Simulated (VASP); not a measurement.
The system is Tl.

```
CELL_PARAMETERS angstrom
0.00000 3.35755 3.35755
3.35755 0.00000 3.35755
3.35755 3.35755 0.00000
ATOMIC_POSITIONS crystal
Tl 0.12500 0.12500 0.12500
Tl 0.87500 0.87500 0.87500
```

This isn't the form of Tl at room conditions, which is hcp.

* Program: VASP 6.6.1
* Task: relaxation of cell and atoms
* Functional: BLYP
* Potentials or basis: VASP PAW PBE potentials, release 64 (Tl_d)
* Cutoff: 600 eV
* k mesh: 8 × 8 × 8
* Occupations: fermi-dirac, width 0.1 eV
* Spin: no spin polarisation

At the start: pressure 6.4 GPa; volume 37.85 Å³/atom.

**Question.** How do energy, volume and symmetry change on relaxing?

**Answer.** Over 6 steps the energy falls by 189.7 meV/atom and the volume is 50.77 Å³/atom (+34.1 %); space group Fd-3m (No. 227, to 0.1 Å) before and after.

Step by step:
```csv
step,energy change (eV),largest force (eV/Å),pressure (GPa),volume (Å³)
1,0.0000,0.0000,6.38,75.70
2,-0.3552,0.0000,1.03,93.44
3,-0.3757,0.0000,0.36,98.28
4,-0.3676,0.0000,-0.53,108.43
5,-0.3793,0.0000,-0.05,102.11
6,-0.3794,0.0000,0.01,101.53
```

Final structure:
```cif
data_structure
_symmetry_space_group_name_H-M 'P 1'
_symmetry_Int_Tables_number 1
_cell_length_a 5.2365
_cell_length_b 5.2365
_cell_length_c 5.2365
_cell_angle_alpha 60.000
_cell_angle_beta 60.000
_cell_angle_gamma 60.000
_cell_volume 101.53
loop_
_atom_site_label
_atom_site_type_symbol
_atom_site_fract_x
_atom_site_fract_y
_atom_site_fract_z
_atom_site_occupancy
Tl1 Tl 0.12500 0.12500 0.12500 1
Tl2 Tl 0.87500 0.87500 0.87500 1
```

Caveat: the volume moved by over 15 % at a fixed basis, so the end points are rough; the PAW data sets were made with another functional, which shifts forces and pressure a little.
